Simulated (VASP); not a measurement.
HfO2: single point with PBE

HfO2:

```xyz
6
Lattice="3.4916 0.0000 0.0000 0.0000 3.4916 0.0000 0.0000 0.0000 5.6093" Properties=species:S:1:pos:R:3 pbc="T T T"
Hf    1.7458    1.7458    2.8046
Hf    0.0000    0.0000    0.0000
O     0.0000    1.7458    3.8887
O     1.7458    0.0000    4.5253
O     1.7458    0.0000    1.7206
O     0.0000    1.7458    1.0840
```

This cell differs from its parent crystal: ratio of the length along z to the lengths across it x 1.1, volume and fractional coordinates fixed.

```yaml
Program: VASP 6.6.1
Task: single point
Functional: PBE
Potentials_or_basis: VASP PAW PBE potentials, release 64 (Hf_pv, O)
Cutoff: 520 eV
k_mesh: 8 × 8 × 6
Occupations: gaussian, width 0.05 eV
Spin: no spin polarisation
Dipole_correction: no
Further_INCAR_settings: ALGO = Normal; EDIFF = 1e-07; NBANDS = 31
```

| Item | Value |
| --- | --- |
| Pressure | -0.6 GPa |
| Largest force | 0.543 eV/Å |
| Band gap on the k mesh | 4.40 eV, indirect (least direct gap 4.43 eV) |

Forces in eV/Å, atoms in the order of the input:
```
Hf   0.000  0.000  0.000
Hf   0.000  0.000  0.000
O    0.000  0.000 -0.543
O    0.000  0.000  0.543
O    0.000  0.000  0.543
O    0.000  0.000 -0.543
```

Stress tensor (GPa, compression positive):
```
  9.13   0.00   0.00
  0.00   9.13   0.00
  0.00   0.00 -20.03
```

Levels at points of the mesh, in eV from the valence-band top:
```
           k point  band 19  band 20  band 21  band 22  band 23  band 24  band 25  band 26
(0.00, 0.00, 0.00)    -1.52    -1.04    -0.03    -0.03     4.40     4.86     5.06     5.78
(0.50, 0.00, 0.00)    -1.64    -1.64    -0.83    -0.83     5.11     5.11     5.68     5.68
(0.50, 0.50, 0.00)    -0.84    -0.84    -0.83    -0.83     5.25     5.25     6.02     6.02
(0.00, 0.00, 0.50)    -0.91    -0.91     0.00     0.00     5.16     5.16     5.28     5.28
(0.50, 0.00, 0.50)    -1.62    -1.62    -1.09    -1.09     5.01     5.01     5.18     5.18
(0.50, 0.50, 0.50)    -1.31    -1.31    -0.08    -0.08     5.58     5.58     5.97     5.97
```

It took 2.1 min on 1 thread of Intel(R) Xeon(R) Platinum 8259CL CPU @ 2.50GHz (Skylake/Cascade Lake), with other jobs on the host, peak memory 0.24 GiB.

Caveat: spin-orbit coupling is left out, which moves the levels of the heavy elements. A k mesh can miss the band edges.
